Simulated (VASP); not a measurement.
**Ag: electric field gradients with LDA**

Crystal: Ag.

```
CELL_PARAMETERS angstrom
2.93000 0.02930 0.02930
-1.43962 2.52280 0.01072
0.04790 0.04790 4.79000
ATOMIC_POSITIONS crystal
Ag 0.33333 0.66667 0.25000
Ag 0.66667 0.33333 0.75000
```

This cell differs from its parent crystal: equal xy, yz and zx shear strains of +2 %.

| Property | Result |
| --- | --- |
| Program | VASP 6.6.1 |
| Task | electric field gradients |
| Functional | LDA |
| Potentials or basis | VASP PAW LDA potentials, release 64 (Ag) |
| Cutoff | 520 eV |
| k mesh | 14 × 14 × 8 |
| Occupations | fermi-dirac, width 0.05 eV |
| Spin | no spin polarisation |
| Dipole correction | no |
| Further INCAR settings | ALGO = Normal; EDIFF = 1e-08; NBANDS = 18 |

The pressure is -10.4 GPa. The largest force is 0.011 eV/Å. The band gap on the k mesh is zero (bands 11 and 12 overlap by 6.81 eV) and the largest electric field gradient by atom is Ag +5.0 V/Å².

Forces in eV/Å, atoms in the order of the input:
```
Ag  -0.010  0.000  0.004
Ag   0.010  0.000 -0.004
```

Stress tensor (GPa, compression positive):
```
-10.33  -0.52  -0.52
 -0.52 -10.29  -0.50
 -0.52  -0.50 -10.46
```

Levels at points of the mesh, in eV from the Fermi level:
| k point | band 9 | band 10 | band 11 | band 12 | band 13 | band 14 |
| --- | --- | --- | --- | --- | --- | --- |
| (0.00, 0.00, 0.00) | -3.91 | -2.99 | -2.96 | -0.27 | 3.36 | 15.59 |
| (0.50, 0.00, 0.00) | -2.78 | -2.73 | 0.08 | 1.36 | 6.31 | 7.09 |
| (0.00, 0.50, 0.00) | -2.80 | -2.72 | 0.16 | 1.48 | 6.51 | 7.12 |
| (0.50, 0.50, 0.00) | -2.81 | -2.70 | 0.24 | 1.59 | 6.74 | 7.11 |
| (0.00, 0.00, 0.50) | -3.35 | -3.32 | -3.22 | -3.19 | 10.83 | 10.83 |
| (0.50, 0.00, 0.50) | -2.80 | -2.77 | 0.59 | 0.89 | 3.98 | 4.45 |
| (0.00, 0.50, 0.50) | -2.77 | -2.76 | 0.72 | 0.93 | 4.19 | 4.53 |
| (0.50, 0.50, 0.50) | -2.75 | -2.75 | 0.87 | 0.95 | 4.44 | 4.57 |

Electric field gradients, principal values (V/Å²):
```tsv
atom	least	middle	greatest (by size)
1 Ag	-1.836	-3.136	4.972
2 Ag	-1.836	-3.136	4.972
```

Run time: 4.7 min on 1 thread of Intel(R) Xeon(R) Platinum 8375C CPU @ 2.90GHz (Ice Lake), with other jobs on the host, peak memory 0.48 GiB.

Caveat: the cell differs from its parent crystal (equal xy, yz and zx shear strains of +2 %); the cell stands under tension; without QUAD_EFG the Cq values of the log hold for a quadrupole moment of 1 mb, not for the nuclei.
